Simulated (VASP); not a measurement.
F: single point with PBEsol

Crystal: F.

```
F
1.0
     3.28946   -1.83088   -0.25371
     3.28946    1.83088   -0.25371
    -2.49129    0.00000    7.33957
F
4
Direct
  0.08485 0.08485 0.09400
  0.91515 0.91515 0.90600
  0.50157 0.50157 0.59372
  0.49843 0.49843 0.40628
```

| Item | Value |
| --- | --- |
| Program | VASP 6.6.1 |
| Task | single point |
| Functional | PBEsol |
| Potentials or basis | VASP PAW PBE potentials, release 64 (F) |
| Cutoff | 520 eV |
| k mesh | 4 × 4 × 2 |
| Occupations | gaussian, width 0.05 eV |
| Spin | no spin polarisation |

* Pressure: -2.6 GPa
* Largest force: 1.123 eV/Å
* Band gap on the k mesh: 2.59 eV, indirect (least direct gap 2.66 eV)

Forces on the atoms (eV/Å):
```
F   -0.498  0.000 -0.994
F    0.498  0.000  0.994
F    0.356  0.000 -1.065
F   -0.356  0.000  1.065
```

Stress tensor (GPa, compression positive):
```
-1.47  0.00 -0.37
 0.00 -0.51  0.00
-0.37  0.00 -5.74
```

Levels at points of the mesh, in eV from the valence-band top:
| k point | band 11 | band 12 | band 13 | band 14 | band 15 | band 16 | band 17 | band 18 |
| --- | --- | --- | --- | --- | --- | --- | --- | --- |
| (0.00, 0.00, 0.00) | -0.29 | -0.15 | -0.10 | -0.07 | 2.59 | 3.19 | 8.61 | 11.08 |
| (0.50, 0.00, 0.00) | -0.30 | -0.25 | -0.23 | -0.14 | 2.91 | 2.99 | 12.30 | 12.42 |
| (0.50, 0.50, 0.00) | -0.27 | -0.22 | -0.14 | 0.00 | 2.87 | 2.98 | 12.58 | 12.60 |
| (0.00, 0.00, 0.50) | -0.25 | -0.15 | -0.15 | -0.07 | 2.84 | 2.92 | 9.41 | 9.42 |
| (0.50, 0.00, 0.50) | -0.38 | -0.27 | -0.16 | -0.05 | 2.78 | 3.09 | 12.21 | 12.95 |
| (0.50, 0.50, 0.50) | -0.29 | -0.19 | -0.15 | -0.07 | 2.90 | 2.98 | 12.10 | 12.18 |

Wall time 14 s on 1 thread of AMD EPYC 9R14 (Zen 4) (shared host), peak memory 0.16 GiB.

Caveat: the k points lie up to 0.50 Å⁻¹ apart; the PAW data sets were made with another functional, which shifts forces and pressure a little. A k mesh can miss the band edges.
